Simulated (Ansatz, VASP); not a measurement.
## One calculation of KMgF3, two programs

```
K Mg F
1.0
     3.98590    0.00000    0.00000
     0.00000    3.98590    0.00000
     0.00000    0.00000    3.98590
K Mg F
1 1 3
Direct
  0.50000 0.50000 0.50000
  0.00000 0.00000 0.00000
  0.50000 0.00000 0.00000
  0.00000 0.50000 0.00000
  0.00000 0.00000 0.50000
```

Alike in both runs: task single point; functional PBEsol; k mesh 6 × 6 × 6; occupations gaussian, width 0.02 eV; no spin polarisation.

|  | VASP | Ansatz |
| --- | --- | --- |
| version | VASP 6.6.1 | Ansatz 0.2.0 |
| potentials or method | VASP PAW PBE potentials, release 64 (K_sv, Mg, F), cutoff 520 eV | scalar-relativistic, plane waves, PAW |
| valence electrons in the cell | 32 | 40 |

|  | VASP | Ansatz | Ansatz less VASP |
| --- | --- | --- | --- |
| gap on the k mesh at the Fermi level (eV) | 7.12 | 7.15 | +0.024 |
| least direct gap on the mesh (eV) | 7.45 | 7.47 | +0.022 |
| pressure (GPa) | -0.1 | 0.3 | +0.39 |

VASP's potentials were made for PBE, not for PBEsol. The functional is the same, so the differences come from potentials, cutoffs and numerics. VASP's potentials hold 32 valence electrons a cell and Ansatz's 40, so a difference there can come from the potentials and not from the codes.
